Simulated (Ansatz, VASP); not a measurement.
## Si2Ge in VASP and in Ansatz

```
Si Ge
1.0
    -1.39464    1.39464    6.33860
     1.39464   -1.39464    6.33860
     1.39464    1.39464   -6.33860
Si Ge
2 1
Direct
  0.67520 0.67520 0.00000
  0.32480 0.32480 0.00000
  0.00000 0.00000 0.00000
```

Alike in both runs: functional PBE; k mesh 8 × 8 × 8; occupations gaussian, width 0.1 eV; no spin polarisation.

Ansatz relaxed the structure, and its values are those at the end. VASP's run is a single point on that final structure, the one shown.

|  | VASP | Ansatz |
| --- | --- | --- |
| version | VASP 6.6.1 | Ansatz 0.2.0 |
| potentials or method | VASP PAW PBE potentials, release 64 (Si, Ge_d), cutoff 520 eV | scalar-relativistic, plane waves, PAW |
| valence electrons in the cell | 22 | 22 |

|  | VASP | Ansatz | Ansatz less VASP |
| --- | --- | --- | --- |
| gap on the k mesh at the Fermi level (eV) | none | none | - |
| pressure (GPa) | 0.0 | 0.0 | 0.00 |
| rms of the force components (eV/Å) | 0.011 | 0.009 | -0.0019 |

A gap of «none» marks a metal or a gap that the smearing closes. The functional is the same, so the differences come from potentials, cutoffs and numerics.

The k mesh is coarse, so the values compare programs but aren't converged.
